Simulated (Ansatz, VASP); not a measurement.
# Hg: VASP beside Ansatz

Contents of INCAR:

```
SYSTEM = Hg
  ALGO = Normal
  EDIFF = 1E-6
  ENCUT = 520
  GGA = PE
  ISIF = 2
  ISMEAR = -1
  LASPH = .TRUE.
  LCHARG = .TRUE.
  LELF = .TRUE.
  LREAL = .FALSE.
  LVHAR = .TRUE.
  LWAVE = .FALSE.
  NBANDS = 19
  NELM = 60
  PREC = Accurate
  SIGMA = 0.5
```

KPOINTS

```
k-points
0
G
  6 4 6
  0 0 0
```

File POSCAR:

```
Hg
1.0
    2.9929193543      0.0000000000      0.5030855633
    0.0000000000      5.4873307328      0.0000000000
   -1.0450055993      0.0000000000      2.8492810843
Hg
2
Direct
    0.7498951508      0.2500000000      0.7503337863
    0.2501048492      0.7500000000      0.2496662137
```

Input for Ansatz:

```yaml
crystal:
  lattice:
    - [2.9929193543, 0.0, 0.5030855633]
    - [0.0, 5.4873307328, 0.0]
    - [-1.0450055993, 0.0, 2.8492810843]
  atoms:
    - { symbol: Hg, position: [0.7498951508, 0.25, 0.7503337863] }
    - { symbol: Hg, position: [0.2501048492, 0.75, 0.2496662137] }
kpoints:
  mp_grid: { grid: [6, 4, 6] }
hamiltonian:
  xc: pbe
scf:
  occupations: { method: fermi_dirac, width: 0.5 }
  n_extra_bands: 4
output:
  forces: true
  stress: true
  eigenvalues: true
```

Alike in both runs: task single point; functional PBE; k mesh 6 × 4 × 6; occupations fermi-dirac, width 0.5 eV; no spin polarisation.

|  | VASP | Ansatz |
| --- | --- | --- |
| version | VASP 6.6.1 | Ansatz 0.2.0 |
| potentials or method | VASP PAW PBE potentials, release 64 (Hg) | plane waves |
| plane-wave cutoff (eV) | 520 | 420 |
| valence electrons in the cell | 24 | 40 |

Ansatz gave:

```
pressure (GPa)                                                : 2.9
traceless stress, the component that is largest in VASP (GPa) : -0.29
```

**Question.** Which values does VASP return?

**Answer.** Pressure (GPa): 3.2; traceless stress, the component that is largest in VASP (GPa): -0.42.

With one functional, cell and mesh, what is left measures potentials, basis and numerics. VASP's potentials hold 24 valence electrons a cell and Ansatz's 40, so a difference there can come from the potentials and not from the codes.

Spin-orbit coupling is off throughout.
